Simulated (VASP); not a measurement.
Write the native input for VASP 6.6.1 that does the following.

| Item | Value |
| --- | --- |
| Task | single point |
| Functional | PBE |
| Potentials or basis | VASP PAW PBE potentials, release 64 (Fe, C) |
| Cutoff | 600 eV |
| k mesh | 6 × 6 × 4 |
| Occupations | gaussian, width 0.1 eV |
| Spin | collinear spin, ferromagnetic start |
| Starting moments | [0.29, 0.29, 0.0, 0.0, 0.0] μB |
| Dipole correction | no |
| Further INCAR settings | ALGO = Normal; EDIFF = 1e-06; NBANDS = 26 |

The structure of Fe2C3 lies in POSCAR:

```
Fe2C3
1.0
    2.6146615077      0.0000000000      0.0000000000
   -1.3073307539      2.2643632880      0.0000000000
    0.0000000000      0.0000000000      6.6896041715
Fe C
2 3
Direct
    0.3333333333      0.6666666667      0.1695557151
    0.6666666667      0.3333333333      0.8304442849
    0.0000000000      0.0000000000      0.0000000000
    0.3333333333      0.6666666667      0.4805606588
    0.6666666667      0.3333333333      0.5194393412
```

One way to write it, as run:

INCAR

```
PREC     = Accurate       # precision mode
ENCUT    = 600            # plane-wave cutoff, eV
EDIFF    = 1E-6           # SCF threshold, eV
ISMEAR   = 0              # smearing method
SIGMA    = 0.1            # smearing width, eV
LREAL    = False          # projectors in reciprocal space
LASPH    = True           # aspherical terms in the spheres
NELM     = 200            # most SCF steps
ALGO     = Normal         # electronic algorithm
ISIF     = 2              # what is computed and relaxed
LWAVE    = False          # write WAVECAR
LCHARG   = True           # write CHGCAR
ISPIN    = 2              # spin polarisation
MAGMOM   = 0.29 0.29 0 0 0 # initial moments
LORBIT   = 11             # projections on sites
LMAXMIX  = 4              # l up to which the mixer works
GGA      = PE             # functional
LELF     = True           # ELF
LVHAR    = True         
NBANDS   = 26             # bands
GGA_COMPAT= False
```

KPOINTS

```
regular mesh
0
Gamma
  6 6 4
```

Potentials or basis: VASP PAW PBE potentials, release 64 (Fe, C).

The run is started by

```sh
$ cat potpaw_PBE.64/Fe/POTCAR potpaw_PBE.64/C/POTCAR > POTCAR
$ mpirun -np 1 vasp_std > vasp.out
```

Results of the run:

The pressure is 1.4 GPa, the largest force is 0.177 eV/Å and the net moment is 0.32 μB per cell. The site moments are Fe +0.17; C -0.01 μB and the valence electrons inside the program's atomic spheres are Fe 7.78; C 2.47, 2.46.

Caveat: the k points lie up to 0.46 Å⁻¹ apart.

Wall time 43 s on 1 thread of Intel(R) Xeon(R) Platinum 8488C (Sapphire Rapids), on a shared host, peak memory 0.22 GiB.
